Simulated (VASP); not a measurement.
**Ru: relaxation of cell and atoms with PBEsol**

The system is Ru.

```xyz
1
Lattice="2.4794 0.0000 0.0000 0.0000 2.4794 0.0000 0.0000 0.0000 2.4794" Properties=species:S:1:pos:R:3 pbc="T T T"
Ru    0.0000    0.0000    0.0000
```

```json
{
  "Program": "VASP 6.6.1",
  "Task": "relaxation of cell and atoms",
  "Functional": "PBEsol",
  "Potentials or basis": "VASP PAW PBE potentials, release 64 (Ru_pv)",
  "Cutoff": "600 eV",
  "k mesh": "16 × 16 × 16",
  "Occupations": "gaussian, width 0.1 eV",
  "Spin": "no spin polarisation",
  "Dipole correction": "no",
  "Further INCAR settings": "ALGO = Normal; EDIFF = 1e-07; IBRION = 2; EDIFFG = -0.01; NSW = 100; ISIF = 3"
}
```

- Relaxed volume: 15.26 Å³/atom
- Relaxed cell: a = 2.481 Å, b = 2.481 Å, c = 2.481 Å, α = 90.00°, β = 90.00°, γ = 90.00°
- Space group after relaxing (to 0.05 Å): Pm-3m (No. 221)
- Energy gained by relaxing: 0.0 meV/atom
- Ionic steps: 3
- Pressure after relaxing: 0.0 GPa
- Band gap on the k mesh: zero (band 7 reaches 14.88 eV, above the bottom of band 8 at 9.77 eV)

Final structure:
```
CELL_PARAMETERS angstrom
2.48054 0.00000 0.00000
0.00000 2.48054 0.00000
0.00000 0.00000 2.48054
ATOMIC_POSITIONS crystal
Ru 0.00000 0.00000 0.00000
```

Levels at points of the mesh, in eV from the Fermi level:
| k point | band 4 | band 5 | band 6 | band 7 | band 8 | band 9 | band 10 | band 11 |
| --- | --- | --- | --- | --- | --- | --- | --- | --- |
| (0.00, 0.00, 0.00) | -7.44 | -5.62 | -5.62 | 1.71 | 1.71 | 1.71 | 10.74 | 16.83 |
| (0.50, 0.00, 0.00) | -4.83 | -4.66 | -1.07 | -1.07 | -0.37 | 1.99 | 7.65 | 10.74 |
| (0.50, 0.50, 0.00) | -6.42 | -3.78 | -0.52 | -0.52 | 3.73 | 5.72 | 5.72 | 10.74 |
| (0.50, 0.50, 0.50) | -4.99 | -4.99 | -4.99 | 3.92 | 3.92 | 9.00 | 10.74 | 12.95 |

Wall time 17 s on 1 thread of Intel(R) Xeon(R) 6975P-C (Granite Rapids) (shared host), peak memory 0.15 GiB.

Caveat: the PAW data sets were made with another functional, which shifts forces and pressure a little.
